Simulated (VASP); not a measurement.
**Ir: relaxation of cell and atoms with PBE**

Ir:

```
CELL_PARAMETERS angstrom
-1.53641 1.53641 1.53641
1.53641 -1.53641 1.53641
1.53641 1.53641 -1.53641
ATOMIC_POSITIONS crystal
Ir 0.00000 0.00000 0.00000
```

This isn't the form of Ir at room conditions, which is fcc.

```yaml
Program: VASP 6.6.1
Task: relaxation of cell and atoms
Functional: PBE
Potentials_or_basis: VASP PAW PBE potentials, release 64 (Ir)
Cutoff: 600 eV
k_mesh: 19 × 19 × 19
Occupations: fermi-dirac, width 0.05 eV
Spin: no spin polarisation
Dipole_correction: no
Further_INCAR_settings: ALGO = Normal; EDIFF = 1e-06; IBRION = 2; EDIFFG = -0.005; NSW = 60; ISIF = 3
```

The relaxed volume is 15.07 Å³/atom, the relaxed cell is a = 2.695 Å, b = 2.695 Å, c = 2.695 Å, α = 109.47°, β = 109.47°, γ = 109.47° and the space group after relaxing (to 0.1 Å) is Im-3m (No. 229). The energy gained by relaxing is 21.8 meV/atom, the ionic steps are 16 and the pressure after relaxing is 0.0 GPa. The band gap on the k mesh is zero (an odd number of electrons rules out a gap without spin polarisation).

The path:
| step | energy change (eV) | largest force (eV/Å) | pressure (GPa) | volume (Å³) |
| --- | --- | --- | --- | --- |
| 1 | 0.0000 | 0.0000 | 12.95 | 14.51 |
| 2 | 0.1831 | 0.0000 | -28.19 | 17.11 |
| 3 | -0.0217 | 0.0000 | -0.64 | 15.10 |
| 4 | -0.0218 | 0.0000 | -0.06 | 15.07 |
| 5 | -0.0218 | 0.0000 | 0.17 | 15.06 |
| 6 | -0.0218 | 0.0000 | 0.17 | 15.06 |
| 7 | -0.0218 | 0.0000 | 0.17 | 15.06 |
| 8 | -0.0218 | 0.0000 | 0.15 | 15.06 |
| 9 | -0.0218 | 0.0000 | 0.14 | 15.06 |
| 10 | -0.0218 | 0.0000 | 0.14 | 15.06 |
| 11 | -0.0218 | 0.0000 | 0.14 | 15.06 |
| 12 | -0.0218 | 0.0000 | 0.14 | 15.06 |
| 13 | -0.0218 | 0.0000 | 0.14 | 15.06 |
| 14 | -0.0218 | 0.0000 | 0.13 | 15.06 |
| 15 | -0.0218 | 0.0000 | 0.11 | 15.07 |
| 16 | -0.0218 | 0.0000 | 0.01 | 15.07 |

Final structure:
```
Ir
1.0
    -1.55600    1.55600    1.55600
     1.55600   -1.55600    1.55600
     1.55600    1.55600   -1.55600
Ir
1
Direct
  0.00000 0.00000 0.00000
```

Levels at points of the mesh, in eV from the Fermi level:
```csv
k point,band 2,band 3,band 4,band 5,band 6,band 7
"(0.00, 0.00, 0.00)",-3.38,-3.38,-3.38,-0.49,-0.49,16.95
```

Wall time 3.4 min on 1 thread of Intel Xeon 8259CL (shared host), peak memory 0.18 GiB.

Caveat: spin-orbit coupling is left out, which moves the levels of the heavy elements.
